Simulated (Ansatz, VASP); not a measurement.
**One calculation of N, two programs**

File INCAR:

```
SYSTEM = N
PREC = Accurate
ENCUT = 520
EDIFF = 1E-6
ISMEAR = 0
SIGMA = 0.05
LREAL = .False.
LASPH = .True.
NELM = 150
ALGO = Normal
ISIF = 2
LWAVE = .False.
LCHARG = .False.
ISPIN = 2
MAGMOM = 3.24 3.24 3.24 3.24
LORBIT = 11
GGA = PS
NBANDS = 22
```

Contents of KPOINTS:

```
Automatic mesh
0
Gamma
  4 4 4
  0 0 0
```

The input POSCAR:

```
N
1.0
    6.1125782608      0.0000000000      0.0000000000
    0.0000000000      5.5861361140      0.0000000000
    0.0000000000      0.0000000000      5.8493571874
N
4
Direct
    0.0000638858      0.0000638858      0.0000638858
    0.4999361142      0.9999361142      0.5000638858
    0.5000638858      0.4999361142      0.9999361142
    0.9999361142      0.5000638858      0.4999361142
```

Input for Ansatz:

```yaml
crystal:
  lattice:
    - [6.1125782608, 0.0, 0.0]
    - [0.0, 5.586136114, 0.0]
    - [0.0, 0.0, 5.8493571874]
  atoms:
    - { symbol: "N", position: [6.38858e-05, 6.38858e-05, 6.38858e-05], spin: 3.24 }
    - { symbol: "N", position: [0.4999361142, 0.9999361142, 0.5000638858], spin: 3.24 }
    - { symbol: "N", position: [0.5000638858, 0.4999361142, 0.9999361142], spin: 3.24 }
    - { symbol: "N", position: [0.9999361142, 0.5000638858, 0.4999361142], spin: 3.24 }
basis:
  ecutwfc: 420
kpoints:
  mp_grid: { grid: [4, 4, 4] }
hamiltonian:
  xc: pbesol
scf:
  occupations: { method: gaussian, width: 0.05 }
output:
  forces: true
  stress: true
  eigenvalues: true
  populations: true
magnetization:
  spin_polarized: true
```

Change from the starting cell: strain +0.0450 x Voigt [1, -1, 0, 0, 0, 0], atoms carried along.

Alike in both runs: task single point; functional PBEsol; k mesh 4 × 4 × 4; occupations gaussian, width 0.05 eV; collinear spin.

```csv
,VASP,Ansatz
version,VASP 6.6.1,Ansatz 0.2.0
potentials or method,"VASP PAW PBE potentials, release 64 (N), cutoff 520 eV","scalar-relativistic, plane waves, PAW"
valence electrons in the cell,20,20
```

|  | VASP | Ansatz | Ansatz less VASP |
| --- | --- | --- | --- |
| gap on the k mesh at the Fermi level (eV) | 3.33 | 3.33 | -0.001 |
| least direct gap on the mesh (eV) | 3.37 | 3.36 | -0.001 |
| pressure (GPa) | 0.0 | 0.1 | +0.04 |
| net moment per atom (μB) | 3.00 | 3.00 | 0.000 |
| size of the moment on the site where the two differ most (μB) | 1.94 | 2.94 | +0.995 |

VASP's potentials were made for PBE, not for PBEsol. Site moments also hang on the region over which each program counts them.
